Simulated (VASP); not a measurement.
The system is CdAgF4.

```
Cd Ag F
1.0
     4.15800    0.00000    0.00000
     0.00000    4.15800    0.00000
     0.00000    0.00000    6.64949
Cd Ag F
1 1 4
Direct
  0.00000 0.00000 0.00000
  0.50000 0.50000 0.50000
  0.00000 0.00000 0.68419
  0.50000 0.00000 0.00000
  0.00000 0.50000 0.00000
  0.00000 0.00000 0.31581
```

- Program: VASP 6.6.1
- Task: relaxation of cell and atoms
- Functional: PBE
- Potentials or basis: VASP PAW PBE potentials, release 64 (Cd, Ag, F)
- Cutoff: 600 eV
- k mesh: 10 × 10 × 6
- Occupations: gaussian, width 0.1 eV
- Spin: no spin polarisation

At the start: pressure 1.1 GPa; volume 19.16 Å³/atom.

Problem. How do energy, volume and symmetry change on relaxing?

Solution. Over 8 steps the energy falls by 7.9 meV/atom and the volume is 19.20 Å³/atom (+0.2 %); space group P4/mmm (No. 123, to 0.05 Å).

The path:
```csv
step,energy change (eV),largest force (eV/Å),pressure (GPa),volume (Å³)
1,0.0000,0.5684,1.13,114.96
2,-0.0281,0.2388,-0.20,117.22
3,-0.0297,0.1404,-0.63,118.00
4,-0.0384,0.0972,-0.47,117.14
5,-0.0464,0.0862,0.15,114.64
6,-0.0472,0.0238,-0.04,115.32
7,-0.0473,0.0341,-0.01,115.21
8,-0.0476,0.0002,0.02,115.18
```

Final structure:
```yaml
crystal:
  lattice:
    - [4.19335, 0.00000, 0.00000]
    - [0.00000, 4.19335, 0.00000]
    - [0.00000, 0.00000, 6.54996]
  atoms:
    - { symbol: Cd, position: [0.00000, 0.00000, 0.00000] }
    - { symbol: Ag, position: [0.50000, 0.50000, 0.50000] }
    - { symbol: F, position: [0.00000, 0.00000, 0.67233] }
    - { symbol: F, position: [0.50000, 0.00000, 0.00000] }
    - { symbol: F, position: [0.00000, 0.50000, 0.00000] }
    - { symbol: F, position: [0.00000, 0.00000, 0.32767] }
```

Caveat: an odd number of electrons without spin polarisation forces a metal; a magnetic or distorted state may lie lower.
